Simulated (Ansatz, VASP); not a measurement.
**GaS2: VASP beside Ansatz**

```
Ga S
1.0
     1.60750    0.92809    6.22398
    -1.60750    0.92809    6.22398
     0.00000   -1.85618    6.22398
Ga S
1 2
Cartesian
  0.0000 0.0000 0.0000
  0.0000 0.0000 13.9741
  0.0000 0.0000 10.9212
```

Alike in both runs: task relaxation of cell and atoms; functional PBE; k mesh 6 × 6 × 6; occupations gaussian, width 0.1 eV; no spin polarisation.

|  | VASP | Ansatz |
| --- | --- | --- |
| version | VASP 6.6.1 | Ansatz 0.2.0 |
| potentials or method | VASP PAW PBE potentials, release 64 (Ga_d, S), cutoff 600 eV | scalar-relativistic, plane waves, PAW |
| valence electrons in the cell | 25 | 25 |

|  | VASP | Ansatz | Ansatz less VASP |
| --- | --- | --- | --- |
| gap on the k mesh at the Fermi level, each at its own relaxed structure (eV) | none | none | - |
| relaxed volume (Å³/atom) | 18.70 | 18.60 | -0.094 |
| relaxed cell length with the largest relative difference (Å) | 5.626 | 5.614 | -0.0121 |

A gap of «none» marks a metal or a gap that the smearing closes.

The k mesh is coarse, so the values compare programs but aren't converged.
